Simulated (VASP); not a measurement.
# CsO (Immm) in VASP: a series of runs, part 2 of 2

VASP 6.6.1.

## 4. Single point, LDA (strain +0.025 along x and y, +0.050 along z)

Contents of INCAR:

```
SYSTEM = CsO
ALGO = Normal
EDIFF = 1E-7
ENCUT = 520
GGA = CA
ISIF = 2
ISMEAR = 0
LASPH = .True.
LCHARG = .True.
LELF = .True.
LREAL = .False.
LVHAR = .True.
LWAVE = .False.
NBANDS = 23
NELM = 60
PREC = Accurate
SIGMA = 0.05
```

Contents of KPOINTS:

```
k-points
0
Gamma
  8 8 8
  0 0 0
```

Contents of POSCAR:

```
CsO
1.0
   -2.2150250000      3.2953750000      3.9464250000
    2.2150250000     -3.2953750000      3.9464250000
    2.2150250000      3.2953750000     -3.9464250000
Cs O
2 2
Direct
    0.2500000000      0.2500000000      0.0000000000
    0.7500000000      0.7500000000      0.0000000000
    0.6200000000      0.0000000000      0.6200000000
    0.3800000000      0.0000000000      0.3800000000
```

Started as:

```console
$ cat potpaw_LDA.64/Cs_sv/POTCAR potpaw_LDA.64/O/POTCAR > POTCAR
$ mpirun -np 1 vasp_std > vasp.out
```

Wall time 1.9 min (1 thread of Intel Xeon 6975P-C (Granite Rapids), shared host); peak memory 0.35 GiB.

Results (log left out):

```yaml
Free_energy: -17.5658 eV
Pressure: -5.4 GPa
Largest_force: 1.542 eV/Å
Band_gap_on_the_k_mesh: 1.40 eV (least direct gap 1.51 eV)
```

Forces on the atoms (eV/Å):
```
Cs   0.000  0.000  0.409
Cs   0.000  0.000 -0.409
O    0.000 -1.542  0.000
O    0.000  1.542  0.000
```

Stress tensor (GPa, compression positive):
```
-4.06  0.00  0.00
 0.00 -6.77  0.00
 0.00  0.00 -5.49
```

Levels at points of the mesh, in eV from the valence-band top:
```csv
k point,band 11,band 12,band 13,band 14,band 15,band 16,band 17,band 18,band 19,band 20
"(0.00, 0.00, 0.00)",-4.82,-3.30,-3.27,-0.50,0.00,1.53,1.90,2.95,3.90,4.86
"(0.50, 0.00, 0.00)",-4.76,-3.27,-3.14,-0.37,-0.35,2.10,3.32,3.58,4.61,5.18
"(0.00, 0.50, 0.00)",-4.71,-3.03,-2.96,-0.61,-0.32,2.72,2.76,4.70,5.00,5.09
"(0.50, 0.50, 0.00)",-4.75,-3.10,-2.97,-0.65,-0.58,2.40,2.91,3.11,4.11,4.88
"(0.50, 0.50, 0.50)",-4.72,-3.45,-3.02,-0.50,-0.27,1.98,2.89,3.34,3.86,4.61
```

Caveat: the cell differs from its parent crystal (strain +0.025 along x and y, +0.050 along z); the cell stands under tension; spin-orbit coupling is left out, which moves the levels of the heavy elements; forces of over 1 eV/Å act on the atoms, so gaps and moduli don't describe the material at rest. A k mesh can miss the band edges.

## 5. Single point, LDA (strain +0.050 along x and y, +0.025 along z)

Contents of INCAR:

```
PREC = Accurate
ENCUT = 520
EDIFF = 1E-6
ISMEAR = 0
SIGMA = 0.05
LREAL = F
LASPH = T
NELM = 80
ALGO = Normal
ISIF = 2
LWAVE = F
LCHARG = F
NBANDS = 23
```

Contents of KPOINTS:

```
regular mesh
0
Gamma
  8 8 8
```

Contents of POSCAR:

```
CsO
1.0
   -2.2690500000      3.3757500000      3.8524625000
    2.2690500000     -3.3757500000      3.8524625000
    2.2690500000      3.3757500000     -3.8524625000
Cs O
2 2
Direct
    0.2500000000      0.2500000000      0.0000000000
    0.7500000000      0.7500000000      0.0000000000
    0.6200000000      0.0000000000      0.6200000000
    0.3800000000      0.0000000000      0.3800000000
```

Started as:

```console
$ cat potpaw_LDA.64/Cs_sv/POTCAR potpaw_LDA.64/O/POTCAR > POTCAR
$ mpirun -np 1 vasp_std > vasp.out
```

Wall time 1.8 min (1 thread of Intel Xeon 6975P-C (Granite Rapids), shared host); peak memory 0.35 GiB.

The run converged. Its results:

```yaml
Free_energy: -17.4477 eV
Pressure: -5.8 GPa
Largest_force: 1.927 eV/Å
Band_gap_on_the_k_mesh: 1.38 eV (least direct gap 1.49 eV)
```

Forces on the atoms (eV/Å):
```
Cs   0.000  0.000  0.405
Cs   0.000  0.000 -0.405
O    0.000 -1.927  0.000
O    0.000  1.927  0.000
```

Stress tensor (GPa, compression positive):
```
-4.69  0.00  0.00
 0.00 -8.16  0.00
 0.00  0.00 -4.64
```

Levels at points of the mesh, in eV from the valence-band top:
```tsv
k point	band 13	band 14	band 15	band 16	band 17	band 18
(0.00, 0.00, 0.00)	-3.05	-0.53	0.00	1.59	1.75	3.08
(0.50, 0.00, 0.00)	-2.91	-0.37	-0.34	2.08	3.21	3.83
(0.00, 0.50, 0.00)	-2.73	-0.56	-0.31	2.48	2.76	4.69
(0.50, 0.50, 0.00)	-2.70	-0.60	-0.54	2.25	2.92	3.18
(0.50, 0.50, 0.50)	-2.80	-0.42	-0.29	2.17	2.58	3.62
```

Caveat: the cell differs from its parent crystal (strain +0.050 along x and y, +0.025 along z); the cell stands under tension; spin-orbit coupling is left out, which moves the levels of the heavy elements; forces of over 1 eV/Å act on the atoms, so gaps and moduli don't describe the material at rest. A k mesh can miss the band edges.

## 6. Single point, LDA (strain +0.050 along x and y, -0.050 along z)

Contents of INCAR:

```
SYSTEM = CsO
  PREC = Accurate
  ENCUT = 520
  EDIFF = 1E-6
  ISMEAR = 0
  SIGMA = 0.05
  LREAL = .False.
  LASPH = .True.
  NELM = 100
  ALGO = Normal
  ISIF = 2
  LWAVE = .False.
  LCHARG = .False.
  GGA = CA
  NBANDS = 23
```

Contents of KPOINTS:

```
regular mesh
0
Gamma
  8 8 8
  0 0 0
```

Contents of POSCAR:

```
CsO
1.0
   -2.2690500000      3.3757500000      3.5705750000
    2.2690500000     -3.3757500000      3.5705750000
    2.2690500000      3.3757500000     -3.5705750000
Cs O
2 2
Direct
    0.2500000000      0.2500000000      0.0000000000
    0.7500000000      0.7500000000      0.0000000000
    0.6200000000      0.0000000000      0.6200000000
    0.3800000000      0.0000000000      0.3800000000
```

Potentials or basis: VASP PAW LDA potentials, release 64 (Cs_sv, O).

Started as:

```console
$ cat potpaw_LDA.64/Cs_sv/POTCAR potpaw_LDA.64/O/POTCAR > POTCAR
$ mpirun -np 1 vasp_std > vasp.out
```

OUTCAR:

```text
SYSTEM = CsO
   PREC = Accurate
   ENCUT = 520
   EDIFF = 1E-6
   ISMEAR = 0
   LREAL = .False.
   LASPH = .True.
   NELM = 100
   ISIF = 2
   GGA = CA

 ion  position               nearest neighbor table
   1  0.250  0.250  0.000-
   2  0.750  0.750  0.000-
   3  0.620  0.000  0.620-   4 1.62
   4  0.380  0.000  0.380-   3 1.62

  LATTYP: Found a body centered orthorhombic cell.
 ALAT       =     4.5381000000
 B/A-ratio  =     1.4877371587
 C/A-ratio  =     1.5735990833

  Lattice vectors:

 A1 = (  -2.2690500000,   3.3757500000,   3.5705750000)
 A2 = (   2.2690500000,  -3.3757500000,   3.5705750000)
 A3 = (   2.2690500000,   3.3757500000,  -3.5705750000)

Analysis of symmetry for initial positions (statically):
=====================================================================
 Subroutine PRICEL returns:
 Original cell was already a primitive cell.

 Routine SETGRP: Setting up the symmetry group for a
 body centered orthorhombic supercell.

 Subroutine GETGRP returns: Found  8 space group operations
 (whereof  8 operations were pure point group operations)
[... 165 lines left out ...]

  energy without entropy =      -17.60541905  energy(sigma->0) =      -17.60541905

 E-fermi :   1.9256     XC(G=0):  -8.7000

 val. band max:        1.6450503279   @ k =   0.0000   0.0000   0.0000
 cond. band min:       3.1546243984   @ k =   0.1250  -0.1250   0.1250
 fundamental gap:      1.5095740705
 Fermi energy:         1.9255815780

 k-point     1 :       0.0000    0.0000    0.0000
  band No.  band energies     occupation
      1     -20.0976      2.00000
      2     -19.5275      2.00000
      3     -16.9671      2.00000
      4     -12.5651      2.00000
      5      -7.6644      2.00000
      6      -7.0847      2.00000
[... 613 lines left out ...]
     22       8.5050      0.00000
     23       8.5959      0.00000

 [... further k-points ...]

------------------------ aborting loop because EDIFF is reached ----------------------------------------

  FORCE on cell =-STRESS in cart. coord.  units (eV):
  Direction    XX          YY          ZZ          XY          YZ          ZX
  --------------------------------------------------------------------------------------
  -------------------------------------------------------------------------------------
  Total       -2.8479253     -5.7533905     -0.7028416     -0.0000000      0.0000000      0.0000000
  in kB      -41.7087024    -84.2600943    -10.2933221     -0.0000000      0.0000000      0.0000000
  external PRESSURE =     -45.4207063 kB  Pullay stress =       0.0000000 kB

 VOLUME and BASIS-vectors are now :
 -----------------------------------------------------------------------------
  energy-cutoff  :      520.00
  volume of cell :      109.40
      direct lattice vectors                 reciprocal lattice vectors
    -2.269050000  3.375750000  3.570575000     0.000000000  0.148115234  0.140033468
     2.269050000 -3.375750000  3.570575000     0.220356537  0.000000000  0.140033468
     2.269050000  3.375750000 -3.570575000     0.220356537  0.148115234  0.000000000

 POSITION                                       TOTAL-FORCE (eV/Angst)
 -----------------------------------------------------------------------------------
      0.00000      0.00000      1.78529         0.000000      0.000000      0.264393
      0.00000      0.00000      5.35586        -0.000000     -0.000000     -0.264393
      0.00000      4.18593      0.00000        -0.000000     -1.986525      0.000000
      0.00000      2.56557      0.00000         0.000000      1.986525      0.000000
 -----------------------------------------------------------------------------------
    total drift:                               -0.000000     -0.000000      0.000000

  FREE ENERGIE OF THE ION-ELECTRON SYSTEM (eV)
  ---------------------------------------------------
  free  energy   TOTEN  =       -17.6054190511 eV

  energy  without entropy=      -17.6054190511  energy(sigma->0) =      -17.60541905
```

OSZICAR:

```text
N       E                     dE             d eps       ncg     rms          rms(c)
DAV:   1     0.193156323494E+03    0.19316E+03   -0.13543E+04  4370   0.113E+03
DAV:   2    -0.605682416034E+01   -0.19921E+03   -0.18902E+03  6187   0.221E+02
DAV:   3    -0.209271558488E+02   -0.14870E+02   -0.14792E+02  5792   0.672E+01
DAV:   4    -0.210608778355E+02   -0.13372E+00   -0.13369E+00  5264   0.714E+00
DAV:   5    -0.210620164173E+02   -0.11386E-02   -0.11385E-02  5887   0.600E-01    0.966E+00
DAV:   6    -0.179164529221E+02    0.31456E+01   -0.72253E+00  4982   0.213E+01    0.373E+00
DAV:   7    -0.177295265006E+02    0.18693E+00   -0.14695E+00  5272   0.619E+00    0.236E+00
DAV:   8    -0.176307815960E+02    0.98745E-01   -0.45573E-01  4920   0.382E+00    0.104E+00
DAV:   9    -0.176092442377E+02    0.21537E-01   -0.20261E-01  5693   0.228E+00    0.552E-01
DAV:  10    -0.176071773980E+02    0.20668E-02   -0.56634E-02  5441   0.121E+00    0.288E-01
DAV:  11    -0.176053564639E+02    0.18209E-02   -0.80045E-03  4736   0.476E-01    0.389E-02
DAV:  12    -0.176054453435E+02   -0.88880E-04   -0.95978E-04  5759   0.149E-01    0.397E-02
DAV:  13    -0.176054245700E+02    0.20773E-04   -0.29001E-04  5404   0.825E-02    0.184E-02
DAV:  14    -0.176054195557E+02    0.50144E-05   -0.54813E-05  5292   0.375E-02    0.574E-03
DAV:  15    -0.176054190511E+02    0.50456E-06   -0.30421E-06  4241   0.965E-03
   1 F= -.17605419E+02 E0= -.17605419E+02  d E =-.117468E-17
```

stdout:

```text
POSCAR found type information on POSCAR CsO
 POSCAR found :  2 types and       4 ions
 scaLAPACK will be used
 LDA part: xc-table for (Slater(with rela. corr.)+CA(PZ))
 , standard interpolation
 POSCAR, INCAR and KPOINTS ok, starting setup
 FFT: planning ... GRIDC
 FFT: planning ... GRID_SOFT
 FFT: planning ... GRID
 WAVECAR not read
 entering main loop
```

Run time: 1.8 min. Hardware: 1 thread of Intel Xeon 6975P-C (Granite Rapids), shared host; peak memory 0.33 GiB.

What came out:

```yaml
Free_energy: -17.6054 eV
Pressure: -4.5 GPa
Largest_force: 1.987 eV/Å
Band_gap_on_the_k_mesh: 1.51 eV (least direct gap 1.64 eV)
```

Forces on the atoms (eV/Å):
```
Cs   0.000  0.000  0.264
Cs   0.000  0.000 -0.264
O    0.000 -1.987  0.000
O    0.000  1.987  0.000
```

Stress tensor (GPa, compression positive):
```
-4.17  0.00  0.00
 0.00 -8.43  0.00
 0.00  0.00 -1.03
```

Caveat: the cell differs from its parent crystal (strain +0.050 along x and y, -0.050 along z); the cell stands under tension; spin-orbit coupling is left out, which moves the levels of the heavy elements; forces of over 1 eV/Å act on the atoms, so gaps and moduli don't describe the material at rest.

## 7. Summary

| cell | gap on the mesh (eV) | pressure (GPa) | largest force (eV/Å) |
| --- | --- | --- | --- |
| a = 5.532 Å, angles 132.8, 106.9, 91.7°, 4 atoms | 1.45 | -5.1 | 1.56 |
| a = 5.538 Å, angles 131.6, 104.9, 94.5°, 4 atoms | 1.43 | -5.5 | 1.95 |
| a = 5.598 Å, angles 133.4, 107.9, 90.4°, 4 atoms | 1.40 | -5.4 | 1.54 |
| a = 5.602 Å, angles 132.2, 105.9, 93.1°, 4 atoms | 1.38 | -5.8 | 1.93 |
| a = 5.412 Å, angles 130.4, 102.8, 97.4°, 4 atoms | 1.51 | -4.5 | 1.99 |

Alike in all rows: task single point; level LDA; potentials or basis VASP PAW LDA potentials, release 64 (Cs_sv, O); no spin polarisation; k mesh 8 × 8 × 8; cutoff (eV) 520; smearing gaussian 0.05 eV.

Caveats: the cell stands under tension; spin-orbit coupling is left out, which moves the levels of the heavy elements; forces of over 1 eV/Å act on the atoms, so gaps and moduli don't describe the material at rest.

Total energies depend on the potentials used, so only differences within one code and one set of settings carry meaning.
